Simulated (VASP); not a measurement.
# MoN2 (P4/mbm) in VASP: notebook

The runs below take MoN2 through single point, with PBEsol, PBE.

Program: VASP 6.6.1. These are calculated values, not measurements. Logs are shortened: lines on timing, memory, paths and dates and some standing lists are left out, and cuts for length are marked.

## (1) The cell of the first run

Symmetry: P4/mbm, No. 127, tetragonal system. Conventional cell: a = 4.348 Å, b = 4.348 Å, c = 2.767 Å, α = 90.00°, β = 90.00°, γ = 90.00°. Within 3.1 Å of Mo (site symmetry 4/m) lie 16 N at 2.24 to 3.04 Å and 6 Mo at 2.77 to 3.07 Å. N (site symmetry m2m) has 1 N at 1.37 Å within 1.8 Å.

## (2) Single point, PBEsol

INCAR

```
SYSTEM = MoN2
PREC = Accurate ; ENCUT = 520
EDIFF = 1E-6 ; ISMEAR = -1
SIGMA = 0.05 ; LREAL = .FALSE.
LASPH = .TRUE. ; NELM = 80
ALGO = Normal ; ISIF = 2
LWAVE = .FALSE. ; LCHARG = .FALSE.
GGA = PS ; NBANDS = 33
```

KPOINTS

```
regular mesh
0
G
  6 6 8
  0 0 0
```

POSCAR

```
MoN2
1.0
    4.3480530000      0.0000000000      0.0000000000
    0.0000000000      4.3480530000      0.0000000000
    0.0000000000      0.0000000000      2.7674600000
Mo N
2 4
Direct
    0.0000000000      0.0000000000      0.0000000000
    0.5000000000      0.5000000000      0.0000000000
    0.6116470000      0.8883530000      0.5000000000
    0.3883530000      0.1116470000      0.5000000000
    0.1116470000      0.6116470000      0.5000000000
    0.8883530000      0.3883530000      0.5000000000
```

Potentials or basis: VASP PAW PBE potentials, release 64 (Mo_sv, N).

Run with:

```sh
cat potpaw_PBE.64/Mo_sv/POTCAR potpaw_PBE.64/N/POTCAR > POTCAR
mpirun -np 1 vasp_std > vasp.out
```

OUTCAR:

```text
SYSTEM = MoN2
   PREC = Accurate
   ENCUT = 520
   EDIFF = 1E-6
   ISMEAR = -1
   LREAL = .FALSE.
   LASPH = .TRUE.
   NELM = 80
   ISIF = 2
   GGA = PS

 ion  position               nearest neighbor table
   1  0.000  0.000  0.000-   3 2.24   4 2.24   5 2.24   6 2.24   3 2.24   4 2.24   5 2.24   6 2.24
                             2 3.07   2 3.07   2 3.07   2 3.07
   2  0.500  0.500  0.000-   3 2.24   4 2.24   5 2.24   6 2.24   3 2.24   4 2.24   5 2.24   6 2.24
                             1 3.07   1 3.07   1 3.07   1 3.07
   3  0.612  0.888  0.500-   4 1.37   2 2.24   1 2.24   1 2.24   2 2.24
   4  0.388  0.112  0.500-   3 1.37   2 2.24   1 2.24   1 2.24   2 2.24
   5  0.112  0.612  0.500-   6 1.37   2 2.24   1 2.24   1 2.24   2 2.24
   6  0.888  0.388  0.500-   5 1.37   2 2.24   1 2.24   1 2.24   2 2.24

  LATTYP: Found a simple tetragonal cell.
 ALAT       =     4.3480530000
 C/A-ratio  =     0.6364825820

  Lattice vectors:

 A1 = (   4.3480530000,   0.0000000000,   0.0000000000)
 A2 = (   0.0000000000,   4.3480530000,   0.0000000000)
 A3 = (   0.0000000000,   0.0000000000,   2.7674600000)

Analysis of symmetry for initial positions (statically):
=====================================================================
 Subroutine PRICEL returns:
 Original cell was already a primitive cell.

 Routine SETGRP: Setting up the symmetry group for a
 simple tetragonal supercell.

 Subroutine GETGRP returns: Found 16 space group operations
 (whereof  8 operations were pure point group operations)
 out of a pool of 16 trial point group operations.

The static configuration has the point symmetry C_4h.
 The point group associated with its full space group is D_4h.

Analysis of symmetry for dynamics (positions and initial velocities):
=====================================================================
 Subroutine PRICEL returns:
 Original cell was already a primitive cell.

 Routine SETGRP: Setting up the symmetry group for a
 simple tetragonal supercell.

 Subroutine GETGRP returns: Found 16 space group operations
 (whereof  8 operations were pure point group operations)
 out of a pool of 16 trial point group operations.

The dynamic configuration has the point symmetry C_4h.
 The point group associated with its full space group is D_4h.

 Subroutine INISYM returns: Found 16 space group operations
 (whereof  8 operations are pure point group operations),
 and found     1 'primitive' translations

----------------------------------------------------------------------------------------

                                     Primitive cell

  volume of cell :      52.3204

  direct lattice vectors                    reciprocal lattice vectors
     4.348053000  0.000000000  0.000000000     0.229987997  0.000000000  0.000000000
     0.000000000  4.348053000  0.000000000     0.000000000  0.229987997  0.000000000
     0.000000000  0.000000000  2.767460000     0.000000000  0.000000000  0.361342169

  length of vectors
     4.348053000  4.348053000  2.767460000     0.229987997  0.229987997  0.361342169

  position of ions in fractional coordinates (direct lattice)
     0.000000000  0.000000000  0.000000000
     0.500000000  0.500000000  0.000000000
     0.611647000  0.888353000  0.500000000
     0.388353000  0.111647000  0.500000000
     0.111647000  0.611647000  0.500000000
     0.888353000  0.388353000  0.500000000

  ion indices of the primitive-cell ions
   primitive index   ion index
                 1           1
                 2           2
                 3           3
                 4           4
                 5           5
                 6           6

----------------------------------------------------------------------------------------

 KPOINTS: regular mesh

Automatic generation of k-mesh.
 Grid dimensions read from file:
 generate k-points for:    6    6    8

 Generating k-lattice:

  Cartesian coordinates                     Fractional coordinates (reciprocal lattice)
     0.038331333  0.000000000  0.000000000     0.166666667  0.000000000  0.000000000
     0.000000000  0.038331333  0.000000000     0.000000000  0.166666667  0.000000000
     0.000000000  0.000000000  0.045167771     0.000000000  0.000000000  0.125000000

  Length of vectors
     0.038331333  0.038331333  0.045167771

  Shift w.r.t. Gamma in fractional coordinates (k-lattice)
     0.000000000  0.000000000  0.000000000

 Subroutine IBZKPT returns following result:
 ===========================================

 Found     50 irreducible k-points:

 Following reciprocal coordinates:
            Coordinates               Weight
  0.000000  0.000000  0.000000      1.000000
  0.166667  0.000000  0.000000      4.000000
  0.333333  0.000000  0.000000      4.000000
  0.500000  0.000000  0.000000      2.000000
  0.166667  0.166667  0.000000      4.000000
  0.333333  0.166667  0.000000      8.000000
[... 16 lines left out ...]
  0.333333  0.000000  0.250000      8.000000
  0.500000  0.000000  0.250000      4.000000
 [... further k-points ...]
   k-points           NKPTS =     50   k-points in BZ     NKDIM =     50   number of bands    NBANDS=     33
   number of dos      NEDOS =    301   number of ions     NIONS =      6
   total plane-waves  NPLWV =  24576
   dimension x,y,z NGX =    32 NGY =   32 NGZ =   24
   dimension x,y,z NGXF=    64 NGYF=   64 NGZF=   48
   ions per type =               2   4
   NGX,Y,Z   is equivalent  to a cutoff of  12.24, 12.24, 14.42 a.u.
   NGXF,Y,Z  is equivalent  to a cutoff of  24.47, 24.47, 28.83 a.u.
 SYSTEM =  MoN2
   PREC   = accura    normal or accurate (medium, high low for compatibility)
   ISTART =      0    job   : 0-new  1-cont  2-samecut
   ICHARG =      2    charge: 1-file 2-atom 10-const
   ISPIN  =      1    spin polarized calculation?
   LNONCOLLINEAR =      F non collinear calculations
   LSORBIT =      F    spin-orbit coupling
   LASPH  =      T    aspherical Exc in radial PAW
   ENCUT  =  520.0 eV  38.22 Ry    6.18 a.u.   8.08  8.08  5.15*2*pi/ulx,y,z
   NELM   =     80;   NELMIN=  2; NELMDL= -5     # of ELM steps
   EDIFF  = 0.1E-05   stopping-criterion for ELM
   LREAL  =      F    real-space projection
   EDIFFG = 0.1E-04   stopping-criterion for IOM
   NSW    =      0    number of steps for IOM
   IBRION =     -1    ionic relax: 0-MD 1-quasi-New 2-CG
   NFREE  =      0    steps in history (QN), initial steepest desc. (CG)
   ISIF   =      2    stress and relaxation
   ISYM   =      2    0-nonsym 1-usesym 2-fastsym
   POTIM  = 0.5000    time-step for ionic-motion
   TEBEG  =    0.0;   TEEND  =   0.0 temperature during run
   PSTRESS=    0.0 pullay stress
   NELECT =      48.0000    total number of electrons
   NUPDOWN=      -1.0000    fix difference up-down
   EMIN   =  10.00;   EMAX   =-10.00  energy-range for DOS
   EFERMI =   0.00;   METHOD = LEGACY
   ISMEAR =    -1;   SIGMA  =   0.05  broadening in eV -4-tet -1-fermi 0-gaus
   EFERMI_NEDOS =   21; number of points for ismear=-14 and -15
   IALGO  =     38    algorithm
   IMIX   =      4    mixing-type and parameters
     AMIX     =   0.40;   BMIX     =  1.00
     AMIX_MAG =   1.60;   BMIX_MAG =  1.00
  volume/ion in A,a.u.               =       8.72        58.85
  Fermi-wavevector in a.u.,A,eV,Ry     =   1.590736  3.006056 34.428761  2.530443
  Thomas-Fermi vector in A             =   2.689385
   LORBIT       =      0    0 simple, 1 ext, 2 COOP (PROOUT), +10 PAW based schemes
   GGA     = PS    functional components
   LHFCALC =     F    Hartree Fock is set to
   AEXX    =    0.0000 exact exchange contribution
   IVDW    =     0    specifies the selected vdW correction
   LEPSILON=     F    determine dielectric tensor
   LRPA    =     F    only Hartree local field effects (RPA)
 non-spin polarized calculation
  energy-cutoff  :      520.00
  volume of cell :       52.32
 maximum number of plane-waves:      1436
   NGX = 17   NGY = 17   NGZ = 11

 number of electron      47.9999998 magnetization

 Free energy of the ion-electron system (eV)
  ---------------------------------------------------
  ext. energy  EPLUGINS =         0.00000000
  ---------------------------------------------------
  free energy    TOTEN  =       -58.71492969 eV

  energy without entropy =      -58.69913961  energy(sigma->0) =      -58.70703465

 E-fermi :  11.9117     XC(G=0): -13.8568

 val. band max:       11.9114964211   @ k =   0.3333   0.0000   0.5000
 cond. band min:      11.9331465947   @ k =   0.3333   0.3333   0.2500
 fundamental gap:      0.0216501736
 Fermi energy:        11.9116591736

 k-point     1 :       0.0000    0.0000    0.0000
  band No.  band energies     occupation
      1     -49.9946      2.00000
      2     -49.9350      2.00000
      3     -24.2105      2.00000
      4     -24.2105      2.00000
      5     -23.8755      2.00000
      6     -23.8755      2.00000
[... 25 lines left out ...]
     32      17.7535      0.00000
     33      19.2722      0.00000

 k-point     2 :       0.1667    0.0000    0.0000
  band No.  band energies     occupation
      1     -49.9905      2.00000
      2     -49.9389      2.00000
      3     -24.1934      2.00000
      4     -24.1886      2.00000
      5     -23.9036      2.00000
      6     -23.8984      2.00000
[... 25 lines left out ...]
     32      17.4417      0.00000
     33      18.8708      0.00000

 k-point     3 :       0.3333    0.0000    0.0000
  band No.  band energies     occupation
      1     -49.9795      2.00000
      2     -49.9497      2.00000
      3     -24.1429      2.00000
      4     -24.1282      2.00000
      5     -23.9761      2.00000
      6     -23.9607      2.00000
[... 25 lines left out ...]
     32      16.6292      0.00000
     33      18.8410      0.00000

 k-point     4 :       0.5000    0.0000    0.0000
  band No.  band energies     occupation
      1     -49.9646      2.00000
      2     -49.9646      2.00000
      3     -24.0650      2.00000
      4     -24.0650      2.00000
      5     -24.0448      2.00000
      6     -24.0448      2.00000
[... 25 lines left out ...]
     32      15.8413      0.00000
     33      19.5663      0.00000

 k-point     5 :       0.1667    0.1667    0.0000
  band No.  band energies     occupation
      1     -49.9870      2.00000
      2     -49.9423      2.00000
      3     -24.2287      2.00000
      4     -24.1194      2.00000
      5     -23.9800      2.00000
      6     -23.8662      2.00000
[... 604 lines left out ...]
 k-point    22 :       0.1667    0.0000    0.2500
  band No.  band energies     occupation
      1     -49.9383      2.00000
      2     -49.8885      2.00000
      3     -24.3211      2.00000
      4     -24.2215      2.00000
      5     -24.1146      2.00000
      6     -24.1118      2.00000
[... 25 lines left out ...]
     32      16.8631      0.00000
     33      20.5143      0.00000

 k-point    23 :       0.3333    0.0000    0.2500
  band No.  band energies     occupation
      1     -49.9277      2.00000
      2     -49.8990      2.00000
      3     -24.2994      2.00000
      4     -24.2421      2.00000
      5     -24.0645      2.00000
      6     -24.0552      2.00000
[... 25 lines left out ...]
     32      17.1534      0.00000
     33      20.2856      0.00000

 k-point    24 :       0.5000    0.0000    0.2500
  band No.  band energies     occupation
      1     -49.9133      2.00000
      2     -49.9133      2.00000
      3     -24.2704      2.00000
      4     -24.2704      2.00000
      5     -23.9904      2.00000
      6     -23.9904      2.00000
[... 25 lines left out ...]
     32      16.8044      0.00000
     33      20.1914      0.00000

 [... further k-points ...]

------------------------ aborting loop because EDIFF is reached ----------------------------------------

  FORCE on cell =-STRESS in cart. coord.  units (eV):
  Direction    XX          YY          ZZ          XY          YZ          ZX
  --------------------------------------------------------------------------------------
  -------------------------------------------------------------------------------------
  Total       -4.3569666     -4.3569666     -4.6433060      0.0000000     -0.0000000      0.0000000
  in kB     -133.4208794   -133.4208794   -142.1892861      0.0000000     -0.0000000      0.0000000
  external PRESSURE =    -136.3436816 kB  Pullay stress =       0.0000000 kB

 VOLUME and BASIS-vectors are now :
 -----------------------------------------------------------------------------
  energy-cutoff  :      520.00
  volume of cell :       52.32
      direct lattice vectors                 reciprocal lattice vectors
     4.348053000  0.000000000  0.000000000     0.229987997  0.000000000  0.000000000
     0.000000000  4.348053000  0.000000000     0.000000000  0.229987997  0.000000000
     0.000000000  0.000000000  2.767460000     0.000000000  0.000000000  0.361342169

 POSITION                                       TOTAL-FORCE (eV/Angst)
 -----------------------------------------------------------------------------------
      0.00000      0.00000      0.00000         0.000000      0.000000     -0.000000
      2.17403      2.17403      0.00000         0.000000      0.000000     -0.000000
      2.65947      3.86261      1.38373         0.096436     -0.096436      0.000000
      1.68858      0.48545      1.38373        -0.096436      0.096436     -0.000000
      0.48545      2.65947      1.38373         0.096436      0.096436     -0.000000
      3.86261      1.68858      1.38373        -0.096436     -0.096436     -0.000000
 -----------------------------------------------------------------------------------
    total drift:                               -0.000000     -0.000000     -0.000000

  FREE ENERGIE OF THE ION-ELECTRON SYSTEM (eV)
  ---------------------------------------------------
  free  energy   TOTEN  =       -58.7149296943 eV

  energy  without entropy=      -58.6991396113  energy(sigma->0) =      -58.70703465
```

Run time: 23 s. Hardware: 1 thread of Intel Xeon 6975P-C (Granite Rapids), shared host; peak memory 0.2 GiB.

What came out:

| Quantity | Value |
| --- | --- |
| Free energy | -58.7149 eV |
| Pressure | -13.6 GPa |
| Largest force | 0.136 eV/Å |
| Band gap on the k mesh | zero (bands 24 and 25 overlap by 1.67 eV) |

Forces in eV/Å, atoms in the order of the input:
```
Mo   0.000  0.000  0.000
Mo   0.000  0.000  0.000
N    0.096 -0.096  0.000
N   -0.096  0.096  0.000
N    0.096  0.096  0.000
N   -0.096 -0.096  0.000
```

Levels at points of the mesh, in eV from the Fermi level:
```
           k point  band 21  band 22  band 23  band 24  band 25  band 26  band 27  band 28
(0.00, 0.00, 0.00)    -2.95    -2.95    -2.21    -1.78     0.62     0.62     1.07     1.77
(0.50, 0.00, 0.00)    -1.95    -1.95    -1.12    -1.12    -0.37    -0.37     2.18     2.18
(0.50, 0.50, 0.00)    -0.77    -0.77     0.57     0.57     0.58     0.58     1.02     1.02
(0.00, 0.00, 0.50)    -1.97    -1.97     0.76     1.15     2.13     2.22     2.38     2.38
(0.50, 0.00, 0.50)    -2.45    -2.45    -1.01    -1.01     2.50     2.50     3.02     3.02
(0.50, 0.50, 0.50)    -5.07    -5.07    -1.30    -1.30     2.45     2.45     3.36     3.36
```

Caveat: the cell stands under tension; the PAW data sets were made with another functional, which shifts forces and pressure a little.

## (3) Single point, PBE

This run uses another cell than the first one, of 8.61 Å³/atom.

INCAR

```
PREC     = Accurate       # precision mode
ENCUT    = 520            # plane-wave cutoff, eV
EDIFF    = 1E-6           # SCF threshold, eV
ISMEAR   = -1             # smearing method
SIGMA    = 0.05           # smearing width, eV
LREAL    = F              # projectors in reciprocal space
LASPH    = T              # aspherical terms in the spheres
NELM     = 80             # most SCF steps
ALGO     = Normal         # electronic algorithm
ISIF     = 2              # what is computed and relaxed
LWAVE    = F              # write WAVECAR
LCHARG   = F              # write CHGCAR
GGA      = PE             # functional
NBANDS   = 33             # bands
```

KPOINTS

```
regular mesh
0
Gamma
  6 6 10
```

POSCAR

```
MoN2
1.0
    4.3333745826      0.0000000000      0.0000000000
    0.0000000000      4.3333745826      0.0000000000
    0.0000000000      0.0000000000      2.7525892223
Mo N
2 4
Direct
    0.0000000000      0.0000000000      0.0000000000
    0.5000000000      0.5000000000      0.0000000000
    0.6121349315      0.8878650685      0.5000000000
    0.3878650685      0.1121349315      0.5000000000
    0.1121349315      0.6121349315      0.5000000000
    0.8878650685      0.3878650685      0.5000000000
```

Potentials or basis: VASP PAW PBE potentials, release 64 (Mo_sv, N).

Run with:

```sh
cat potpaw_PBE.64/Mo_sv/POTCAR potpaw_PBE.64/N/POTCAR > POTCAR
mpirun -np 1 vasp_std > vasp.out
```

It took 26 s on 1 thread of Intel Xeon 6975P-C (Granite Rapids), shared host; peak memory 0.21 GiB.

The run converged. Its results:

* Free energy: -54.7109 eV
* Pressure: 0.5 GPa
* Largest force: 0.081 eV/Å
* Band gap on the k mesh: zero (bands 24 and 25 overlap by 2.02 eV)

Forces in eV/Å, atoms in the order of the input:
```
Mo   0.000  0.000  0.000
Mo   0.000  0.000  0.000
N    0.058 -0.058  0.000
N   -0.058  0.058  0.000
N    0.058  0.058  0.000
N   -0.058 -0.058  0.000
```

Stress tensor (GPa, compression positive):
```
0.63 0.00 0.00
0.00 0.63 0.00
0.00 0.00 0.32
```

Levels at points of the mesh, in eV from the Fermi level:
```tsv
k point	band 21	band 22	band 23	band 24	band 25	band 26	band 27	band 28
(0.00, 0.00, 0.00)	-3.04	-3.04	-2.32	-1.80	0.61	0.61	0.99	1.72
(0.50, 0.00, 0.00)	-2.02	-2.02	-1.19	-1.19	-0.42	-0.42	2.19	2.19
(0.50, 0.50, 0.00)	-0.86	-0.86	0.50	0.50	0.50	0.50	1.00	1.00
(0.00, 0.00, 0.50)	-2.05	-2.05	0.73	1.05	2.10	2.21	2.38	2.38
(0.50, 0.00, 0.50)	-2.54	-2.54	-1.06	-1.06	2.49	2.49	3.03	3.03
(0.50, 0.50, 0.50)	-5.20	-5.20	-1.35	-1.35	2.42	2.42	3.36	3.36
```

(Part 1 of 2 ends here.)
